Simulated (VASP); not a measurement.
# Ag (I4/mmm) in VASP: notebook

The runs below take Ag through single point, with PBEsol.

Program: VASP 6.6.1. These are calculated values, not measurements. Logs are shortened: lines on timing, memory, paths and dates and some standing lists are left out, and cuts for length are marked.

**1. The cell of the first run**

Symmetry: I4/mmm, No. 139, tetragonal system. The conventional cell has a = 3.225 Å, b = 3.225 Å, c = 3.064 Å, α = 90.00°, β = 90.00°, γ = 90.00°. Ag (site symmetry 4/mmm) has 14 Ag at 2.75 to 3.23 Å within 3.6 Å.

**2. Single point, PBEsol (strain +0.000 along x and y, -0.050 along z)**

The input, INCAR:

```
SYSTEM = Ag
PREC = Accurate
ENCUT = 520
EDIFF = 1E-6
ISMEAR = 0
SIGMA = 0.15
LREAL = .FALSE.
LASPH = .TRUE.
NELM = 80
ALGO = Fast
ISIF = 2
LWAVE = .FALSE.
LCHARG = .TRUE.
GGA = PS
LELF = .TRUE.
LVHAR = .TRUE.
NBANDS = 12
```

The input, KPOINTS:

```
Automatic mesh
0
G
  26 26 26
  0 0 0
```

The input, POSCAR:

```
Ag
1.0
   -1.6125573273      1.6125573273      1.5319294609
    1.6125573273     -1.6125573273      1.5319294609
    1.6125573273      1.6125573273     -1.5319294609
Ag
1
Direct
    0.0000000000      0.0000000000      0.0000000000
```

Potentials or basis: VASP PAW PBE potentials, release 64 (Ag).

Command:

```sh
> cat potpaw_PBE.64/Ag/POTCAR > POTCAR
> mpirun -np 1 vasp_std > vasp.out
```

OUTCAR:

```text
SYSTEM = Ag
   PREC = Accurate
   ENCUT = 520
   EDIFF = 1E-6
   ISMEAR = 0
   LREAL = .FALSE.
   LASPH = .TRUE.
   NELM = 80
   ISIF = 2
   GGA = PS

 ion  position               nearest neighbor table
   1  0.000  0.000  0.000-

  LATTYP: Found a body centered tetragonal cell.
 ALAT       =     3.2251146546
 C/A-ratio  =     0.9500000000

  Lattice vectors:

 A1 = (  -1.6125573273,   1.6125573273,   1.5319294609)
 A2 = (   1.6125573273,  -1.6125573273,   1.5319294609)
 A3 = (   1.6125573273,   1.6125573273,  -1.5319294609)

Analysis of symmetry for initial positions (statically):
=====================================================================
 Subroutine PRICEL returns:
 Original cell was already a primitive cell.

 Routine SETGRP: Setting up the symmetry group for a
 body centered tetragonal supercell.

 Subroutine GETGRP returns: Found 16 space group operations
 (whereof 16 operations were pure point group operations)
 out of a pool of 16 trial point group operations.

The static configuration has the point symmetry D_4h.

Analysis of symmetry for dynamics (positions and initial velocities):
=====================================================================
 Subroutine PRICEL returns:
 Original cell was already a primitive cell.

 Routine SETGRP: Setting up the symmetry group for a
 body centered tetragonal supercell.

 Subroutine GETGRP returns: Found 16 space group operations
 (whereof 16 operations were pure point group operations)
 out of a pool of 16 trial point group operations.

The dynamic configuration has the point symmetry D_4h.

 Subroutine INISYM returns: Found 16 space group operations
 (whereof 16 operations are pure point group operations),
 and found     1 'primitive' translations

----------------------------------------------------------------------------------------

                                     Primitive cell

  volume of cell :      15.9342

  direct lattice vectors                    reciprocal lattice vectors
    -1.612557327  1.612557327  1.531929461     0.000000000  0.310066496  0.326385785
     1.612557327 -1.612557327  1.531929461     0.310066496  0.000000000  0.326385785
     1.612557327  1.612557327 -1.531929461     0.310066496  0.310066496  0.000000000

  length of vectors
     2.747269579  2.747269579  2.747269579     0.450187642  0.450187642  0.438500244

  position of ions in fractional coordinates (direct lattice)
     0.000000000  0.000000000  0.000000000

  ion indices of the primitive-cell ions
   primitive index   ion index
                 1           1

----------------------------------------------------------------------------------------

 KPOINTS: Automatic mesh

Automatic generation of k-mesh.
 Grid dimensions read from file:
 generate k-points for:   26   26   26

 Generating k-lattice:

  Cartesian coordinates                     Fractional coordinates (reciprocal lattice)
     0.000000000  0.011925634  0.012553299     0.038461538  0.000000000 -0.000000000
     0.011925634  0.000000000  0.012553299     0.000000000  0.038461538 -0.000000000
     0.011925634  0.011925634  0.000000000     0.000000000  0.000000000  0.038461538

  Length of vectors
     0.017314909  0.017314909  0.016865394

  Shift w.r.t. Gamma in fractional coordinates (k-lattice)
     0.000000000  0.000000000  0.000000000

 Subroutine IBZKPT returns following result:
 ===========================================

 Found   1330 irreducible k-points:

 Following reciprocal coordinates:
            Coordinates               Weight
  0.000000  0.000000  0.000000      1.000000
  0.038462  0.000000 -0.000000      8.000000
  0.076923  0.000000 -0.000000      8.000000
  0.115385  0.000000 -0.000000      8.000000
  0.153846  0.000000  0.000000      8.000000
  0.192308  0.000000  0.000000      8.000000
[... 16 lines left out ...]
  0.346154  0.038462  0.000000     16.000000
  0.384615  0.038462 -0.000000     16.000000
 [... further k-points ...]
   k-points           NKPTS =   1330   k-points in BZ     NKDIM =   1330   number of bands    NBANDS=     12
   number of dos      NEDOS =    301   number of ions     NIONS =      1
   total plane-waves  NPLWV =   8000
   dimension x,y,z NGX =    20 NGY =   20 NGZ =   20
   dimension x,y,z NGXF=    40 NGYF=   40 NGZF=   40
   ions per type =               1
   NGX,Y,Z   is equivalent  to a cutoff of  12.10, 12.10, 12.10 a.u.
   NGXF,Y,Z  is equivalent  to a cutoff of  24.21, 24.21, 24.21 a.u.
 SYSTEM =  Ag
   PREC   = accura    normal or accurate (medium, high low for compatibility)
   ISTART =      0    job   : 0-new  1-cont  2-samecut
   ICHARG =      2    charge: 1-file 2-atom 10-const
   ISPIN  =      1    spin polarized calculation?
   LNONCOLLINEAR =      F non collinear calculations
   LSORBIT =      F    spin-orbit coupling
   LASPH  =      T    aspherical Exc in radial PAW
   ENCUT  =  520.0 eV  38.22 Ry    6.18 a.u.   5.11  5.11  5.11*2*pi/ulx,y,z
   NELM   =     80;   NELMIN=  2; NELMDL= -5     # of ELM steps
   EDIFF  = 0.1E-05   stopping-criterion for ELM
   LREAL  =      F    real-space projection
[... 7 lines left out ...]
   TEBEG  =    0.0;   TEEND  =   0.0 temperature during run
   PSTRESS=    0.0 pullay stress
   NELECT =      11.0000    total number of electrons
   NUPDOWN=      -1.0000    fix difference up-down
   EMIN   =  10.00;   EMAX   =-10.00  energy-range for DOS
   EFERMI =   0.00;   METHOD = LEGACY
   ISMEAR =     0;   SIGMA  =   0.15  broadening in eV -4-tet -1-fermi 0-gaus
   EFERMI_NEDOS =   21; number of points for ismear=-14 and -15
   IALGO  =     68    algorithm
   IMIX   =      4    mixing-type and parameters
     AMIX     =   0.40;   BMIX     =  1.00
     AMIX_MAG =   1.60;   BMIX_MAG =  1.00
  volume/ion in A,a.u.               =      15.93       107.53
  Fermi-wavevector in a.u.,A,eV,Ry     =   1.446870  2.734187 28.482863  2.093431
  Thomas-Fermi vector in A             =   2.564889
   LORBIT       =      0    0 simple, 1 ext, 2 COOP (PROOUT), +10 PAW based schemes
   GGA     = PS    functional components
   LHFCALC =     F    Hartree Fock is set to
   AEXX    =    0.0000 exact exchange contribution
   IVDW    =     0    specifies the selected vdW correction
   LEPSILON=     F    determine dielectric tensor
   LRPA    =     F    only Hartree local field effects (RPA)
 non-spin polarized calculation
 RMM-DIIS sequential band-by-band and
 Gauss-broadening in eV      SIGMA  =   0.15
  energy-cutoff  :      520.00
  volume of cell :       15.93
 maximum number of plane-waves:       444
   NGX = 11   NGY = 11   NGZ = 11

 number of electron      11.0000003 magnetization

 Free energy of the ion-electron system (eV)
  ---------------------------------------------------
  ext. energy  EPLUGINS =         0.00000000
  ---------------------------------------------------
  free energy    TOTEN  =        -3.25812519 eV

  energy without entropy =       -3.25429206  energy(sigma->0) =       -3.25620862

 E-fermi :   9.2214     XC(G=0): -12.8209

 val. band max:        9.2182545957   @ k =  -0.2692   0.3846   0.2308
 cond. band min:       9.2221273452   @ k =   0.3077   0.1154   0.0769
 fundamental gap:      0.0038727496
 Fermi energy:         9.2214273309

 k-point     1 :       0.0000    0.0000    0.0000
  band No.  band energies     occupation
      1       0.8706      2.00000
      2       3.8746      2.00000
      3       4.1532      2.00000
      4       4.1532      2.00000
      5       5.3778      2.00000
      6       5.6974      2.00000
      7      27.0535      0.00000
      8      27.0535      0.00000
      9      28.0631      0.00000
     10      34.2816      0.00000
     11      34.3279      0.00000
     12      34.4750      0.00000

 k-point     2 :       0.0385    0.0000   -0.0000
  band No.  band energies     occupation
      1       0.9237      2.00000
      2       3.8834      2.00000
      3       4.1534      2.00000
      4       4.1612      2.00000
      5       5.3783      2.00000
      6       5.6840      2.00000
      7      27.0242      0.00000
      8      27.0985      0.00000
      9      27.9803      0.00000
     10      33.2938      0.00000
     11      33.9821      0.00000
     12      34.0393      0.00000

 k-point     3 :       0.0769    0.0000   -0.0000
  band No.  band energies     occupation
      1       1.0807      2.00000
      2       3.8878      2.00000
      3       4.1537      2.00000
      4       4.2073      2.00000
      5       5.3794      2.00000
      6       5.6489      2.00000
      7      26.8909      0.00000
      8      27.2303      0.00000
      9      27.7173      0.00000
     10      32.3544      0.00000
     11      33.1504      0.00000
     12      33.1760      0.00000
[... 286 lines left out ...]
 k-point    23 :       0.3462    0.0385    0.0000
  band No.  band energies     occupation
      1       2.5368      2.00000
      2       3.2197      2.00000
      3       5.4058      2.00000
      4       5.7319      2.00000
      5       6.0083      2.00000
      6       6.8666      2.00000
      7      17.3953      0.00000
      8      23.2439      0.00000
      9      24.9881      0.00000
     10      29.5375      0.00000
     11      30.9778      0.00000
     12      34.4313      0.00000

 k-point    24 :       0.3846    0.0385   -0.0000
  band No.  band energies     occupation
      1       2.4641      2.00000
      2       3.1495      2.00000
      3       5.4385      2.00000
      4       5.7934      2.00000
      5       6.3040      2.00000
      6       7.7034      2.00000
      7      15.9963      0.00000
      8      22.8495      0.00000
      9      24.3751      0.00000
     10      29.7281      0.00000
     11      31.1031      0.00000
     12      34.5337      0.00000

 [... further k-points ...]

------------------------ aborting loop because EDIFF is reached ----------------------------------------

  FORCE on cell =-STRESS in cart. coord.  units (eV):
  Direction    XX          YY          ZZ          XY          YZ          ZX
  --------------------------------------------------------------------------------------
  -------------------------------------------------------------------------------------
  Total        0.6796491      0.6796491      0.6423229      0.0000000      0.0000000      0.0000000
  in kB       68.3386253     68.3386253     64.5854772      0.0000000      0.0000000      0.0000000
  external PRESSURE =      67.0875760 kB  Pullay stress =       0.0000000 kB

 VOLUME and BASIS-vectors are now :
 -----------------------------------------------------------------------------
  energy-cutoff  :      520.00
  volume of cell :       15.93
      direct lattice vectors                 reciprocal lattice vectors
    -1.612557327  1.612557327  1.531929461     0.000000000  0.310066496  0.326385785
     1.612557327 -1.612557327  1.531929461     0.310066496  0.000000000  0.326385785
     1.612557327  1.612557327 -1.531929461     0.310066496  0.310066496  0.000000000

 POSITION                                       TOTAL-FORCE (eV/Angst)
 -----------------------------------------------------------------------------------
      0.00000      0.00000      0.00000        -0.000000     -0.000000      0.000000
 -----------------------------------------------------------------------------------
    total drift:                                0.000000     -0.000000     -0.000000

  FREE ENERGIE OF THE ION-ELECTRON SYSTEM (eV)
  ---------------------------------------------------
  free  energy   TOTEN  =        -3.2581251858 eV

  energy  without entropy=       -3.2542920629  energy(sigma->0) =       -3.25620862
```

Run time: 86 s. Hardware: 1 thread of AMD EPYC 9R45 (Zen 5), shared host; peak memory 0.3 GiB.

Results:

| Property | Result |
| --- | --- |
| Free energy | -3.2581 eV |
| Pressure | 6.7 GPa |

Levels at points of the mesh, in eV from the Fermi level:
```csv
k point,band 3,band 4,band 5,band 6,band 7,band 8,band 9,band 10
"(0.00, 0.00, 0.00)",-5.07,-5.07,-3.84,-3.52,17.83,17.83,18.84,25.06
"(0.50, 0.00, 0.00)",-3.71,-3.38,-2.51,-0.19,4.75,13.28,14.66,20.63
"(0.50, 0.50, 0.00)",-3.95,-3.61,-2.55,-0.52,4.21,14.09,15.94,21.52
"(0.50, 0.50, 0.50)",-2.82,-2.82,-2.74,6.53,6.53,8.12,13.33,13.68
```

Caveat: the cell differs from its parent crystal (strain +0.000 along x and y, -0.050 along z); the PAW data sets were made with another functional, which shifts forces and pressure a little.

**3. Single point, PBEsol (strain -0.025 along x and y, +0.000 along z)**

The input, INCAR:

```
SYSTEM = Ag
PREC = Accurate
ENCUT = 520
EDIFF = 1E-7
ISMEAR = 0
SIGMA = 0.15
LREAL = .False.
LASPH = .True.
NELM = 80
ALGO = Fast
ISIF = 2
LWAVE = .False.
LCHARG = .True.
GGA = PS
LELF = .True.
LVHAR = .True.
NBANDS = 12
```

The input, KPOINTS:

```
regular mesh
0
Gamma
  26 26 26
  0 0 0
```

The input, POSCAR:

```
Ag
1.0
   -1.5722433941      1.5722433941      1.6125573273
    1.5722433941     -1.5722433941      1.6125573273
    1.5722433941      1.5722433941     -1.6125573273
Ag
1
Direct
    0.0000000000      0.0000000000      0.0000000000
```

Potentials or basis: VASP PAW PBE potentials, release 64 (Ag).

Command:

```sh
> cat potpaw_PBE.64/Ag/POTCAR > POTCAR
> mpirun -np 1 vasp_std > vasp.out
```

Run time: 1.8 min. Hardware: 1 thread of AMD EPYC 9R45 (Zen 5), shared host; peak memory 0.3 GiB.

The run converged. Its results:

```
Free energy : -3.2580 eV
Pressure    : 6.4 GPa
```

Stress tensor (GPa, compression positive):
```
6.19 0.00 0.00
0.00 6.19 0.00
0.00 0.00 6.80
```

Levels at points of the mesh, in eV from the Fermi level:
| k point | band 4 | band 5 | band 6 | band 7 | band 8 | band 9 |
| --- | --- | --- | --- | --- | --- | --- |
| (0.00, 0.00, 0.00) | -5.08 | -3.75 | -3.60 | 17.86 | 18.31 | 18.31 |
| (0.50, 0.00, 0.00) | -3.52 | -2.53 | -0.36 | 4.47 | 13.66 | 15.27 |
| (0.50, 0.50, 0.00) | -3.47 | -2.50 | -0.20 | 4.73 | 13.27 | 14.65 |
| (0.50, 0.50, 0.50) | -2.78 | -2.78 | 6.53 | 7.30 | 7.30 | 13.46 |

Caveat: the cell differs from its parent crystal (strain -0.025 along x and y, +0.000 along z); the PAW data sets were made with another functional, which shifts forces and pressure a little.

**4. Single point, PBEsol (strain +0.000 along x and y, -0.025 along z)**

The input, INCAR:

```
SYSTEM = Ag
ALGO = Fast ; EDIFF = 1E-6
ENCUT = 520 ; GGA = PS
ISIF = 2 ; ISMEAR = 0
LASPH = .True. ; LCHARG = .False.
LREAL = .False. ; LWAVE = .False.
NBANDS = 12 ; NELM = 100
PREC = Accurate ; SIGMA = 0.15
```

The input, KPOINTS:

```
k-points
0
Gamma
  26 26 26
  0 0 0
```

The input, POSCAR:

```
Ag
1.0
   -1.6125573273      1.6125573273      1.5722433941
    1.6125573273     -1.6125573273      1.5722433941
    1.6125573273      1.6125573273     -1.5722433941
Ag
1
Direct
    0.0000000000      0.0000000000      0.0000000000
```

Command:

```sh
> cat potpaw_PBE.64/Ag/POTCAR > POTCAR
> mpirun -np 1 vasp_std > vasp.out
```

It took 66 s on 1 thread of Intel Xeon 6975P-C (Granite Rapids), shared host; peak memory 0.35 GiB.

Results (log left out):

```
Free energy : -3.2698 eV
Pressure    : 3.0 GPa
```

Stress tensor (GPa, compression positive):
```
3.13 0.00 0.00
0.00 3.13 0.00
0.00 0.00 2.70
```

Levels at points of the mesh, in eV from the Fermi level:
```
           k point  band 3  band 4  band 5  band 6  band 7  band 8  band 9  band 10
(0.00, 0.00, 0.00)   -5.01   -5.01   -3.69   -3.54   17.93   17.93   18.40    24.81
(0.50, 0.00, 0.00)   -3.65   -3.43   -2.51   -0.18    4.49   13.33   14.63    20.42
(0.50, 0.50, 0.00)   -3.78   -3.52   -2.53   -0.34    4.23   13.72   15.24    20.85
(0.50, 0.50, 0.50)   -2.79   -2.79   -2.75    6.72    6.72    7.49   13.25    13.69
```

Caveat: the cell differs from its parent crystal (strain +0.000 along x and y, -0.025 along z); the PAW data sets were made with another functional, which shifts forces and pressure a little.

**5. Single point, PBEsol (strain -0.025 along x and y, +0.025 along z)**

The input, INCAR:

```
ALGO = Fast
EDIFF = 1E-6
ENCUT = 520
GGA = PS
ISIF = 2
ISMEAR = 0
LASPH = T
LCHARG = T
LELF = T
LREAL = F
LVHAR = T
LWAVE = F
NBANDS = 12
NELM = 80
PREC = Accurate
SIGMA = 0.15
```

The input, KPOINTS:

```
k-points
0
Gamma
  26 26 26
```

The input, POSCAR:

```
Ag
1.0
   -1.5722433941      1.5722433941      1.6528712605
    1.5722433941     -1.5722433941      1.6528712605
    1.5722433941      1.5722433941     -1.6528712605
Ag
1
Direct
    0.0000000000      0.0000000000      0.0000000000
```

Command:

```sh
> cat potpaw_PBE.64/Ag/POTCAR > POTCAR
> mpirun -np 1 vasp_std > vasp.out
```

It took 68 s on 1 thread of Intel Xeon 6975P-C (Granite Rapids), shared host; peak memory 0.36 GiB.

It converged, with:

```
Free energy : -3.2709 eV
Pressure    : 3.1 GPa
```

Stress tensor (GPa, compression positive):
```
2.79 0.00 0.00
0.00 2.79 0.00
0.00 0.00 3.61
```

Levels at points of the mesh, in eV from the Fermi level:
```
           k point  band 3  band 4  band 5  band 6  band 7  band 8  band 9  band 10
(0.00, 0.00, 0.00)   -5.14   -4.90   -3.77   -3.51   17.52   18.36   18.36    24.09
(0.50, 0.00, 0.00)   -3.85   -3.46   -2.55   -0.34    4.23   13.72   15.24    20.86
(0.50, 0.50, 0.00)   -3.50   -3.40   -2.50   -0.03    4.74   12.95   14.06    20.01
(0.50, 0.50, 0.50)   -2.84   -2.76   -2.76    5.99    7.47    7.47   12.65    14.24
```

Caveat: the cell differs from its parent crystal (strain -0.025 along x and y, +0.025 along z); the PAW data sets were made with another functional, which shifts forces and pressure a little.

(Continued in part 2 of 2.)
